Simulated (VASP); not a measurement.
MgO: single point with PBE

MgO:

```
Mg O
1.0
     0.00000    2.14985    2.14985
     2.14985    0.00000    2.14985
     2.14985    2.14985    0.00000
Mg O
1 1
Direct
  0.00000 0.00000 0.00000
  0.50000 0.50000 0.50000
```

- Program: VASP 6.6.1
- Task: single point
- Functional: PBE
- Potentials or basis: VASP PAW PBE potentials, release 64 (Mg, O)
- Cutoff: 520 eV
- k mesh: 12 × 12 × 12
- Occupations: gaussian, width 0.05 eV
- Spin: no spin polarisation
- Dipole correction: no
- Further INCAR settings: ALGO = Normal; EDIFF = 1e-06; NBANDS = 11

```
Pressure               : -5.2 GPa
Band gap on the k mesh : 4.15 eV
```

Levels at points of the mesh, in eV from the valence-band top:
```
           k point  band 1  band 2  band 3  band 4  band 5  band 6  band 7  band 8
(0.00, 0.00, 0.00)  -16.96    0.00    0.00    0.00    4.15   15.45   15.45   15.45
(0.50, 0.00, 0.00)  -15.82   -4.35   -0.59   -0.59    7.51   11.91   15.68   15.68
(0.50, 0.50, 0.00)  -15.59   -3.84   -1.26   -1.26    9.04    9.31   12.46   18.05
```

Run time: 5.2 s on 1 thread of Intel(R) Xeon(R) 6975P-C (Granite Rapids), on a shared host, peak memory 0.14 GiB.

Caveat: the cell stands under tension. A k mesh can miss the band edges.
